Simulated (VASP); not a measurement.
Here is a VASP 6.6.1 calculation.

INCAR

```
SYSTEM = ZrPdSe3
PREC     = Accurate       ! precision mode
ENCUT    = 600            ! plane-wave cutoff, eV
EDIFF    = 1E-6           ! SCF threshold, eV
ISMEAR   = 0              ! smearing method
SIGMA    = 0.1            ! smearing width, eV
LREAL    = .False.        ! projectors in reciprocal space
LASPH    = .True.         ! aspherical terms in the spheres
NELM     = 100            ! most SCF steps
ALGO     = Normal         ! electronic algorithm
ISIF     = 3              ! what is computed and relaxed
LWAVE    = .False.        ! write WAVECAR
LCHARG   = .False.        ! write CHGCAR
GGA      = PE             ! functional
IBRION   = 2              ! ionic algorithm
NSW      = 90             ! ionic steps
EDIFFG   = -0.04          ! ionic threshold
```

The input KPOINTS:

```
Automatic mesh
0
Gamma
  4 4 4
  0 0 0
```

POSCAR

```
ZrPdSe3
1.0
    4.7984502400      0.0000000000      0.0000000000
    0.0000000000      4.7984502400      0.0000000000
    0.0000000000      0.0000000000      4.7984502400
Zr Pd Se
1 1 3
Direct
    0.0000000000      0.0000000000      0.0000000000
    0.5000000000      0.5000000000      0.5000000000
    0.5000000000      0.0000000000      0.0000000000
    0.0000000000      0.5000000000      0.0000000000
    0.0000000000      0.0000000000      0.5000000000
```

Potentials or basis: VASP PAW PBE potentials, release 64 (Zr_sv, Pd, Se).

Command:

```bash
$ cat potpaw_PBE.64/Zr_sv/POTCAR potpaw_PBE.64/Pd/POTCAR potpaw_PBE.64/Se/POTCAR > POTCAR
$ mpirun -np 1 vasp_std > vasp.out
```

**Question.** Predict the band gap on the k mesh.

**Answer.** Zero (band 20 reaches 3.38 eV, above the bottom of band 21 at 2.73 eV).

**Question.** What does it give for the relaxed volume?

**Answer.** 27.92 Å³/atom.

**Question.** What does it give for the space group after relaxing (to 0.05 Å)?

**Answer.** Pm-3m (No. 221).

**Question.** Predict the relaxed cell.

**Answer.** a = 5.187 Å, b = 5.187 Å, c = 5.187 Å, α = 90.00°, β = 90.00°, γ = 90.00°.

Final structure:
```
Zr Pd Se
1.0
     5.18725    0.00000    0.00000
     0.00000    5.18725    0.00000
     0.00000    0.00000    5.18725
Zr Pd Se
1 1 3
Direct
  0.00000 0.00000 0.00000
  0.50000 0.50000 0.50000
  0.50000 0.00000 0.00000
  0.00000 0.50000 0.00000
  0.00000 0.00000 0.50000
```

Caveat: the volume moved by over 15 % at a fixed basis, so the end points are rough.
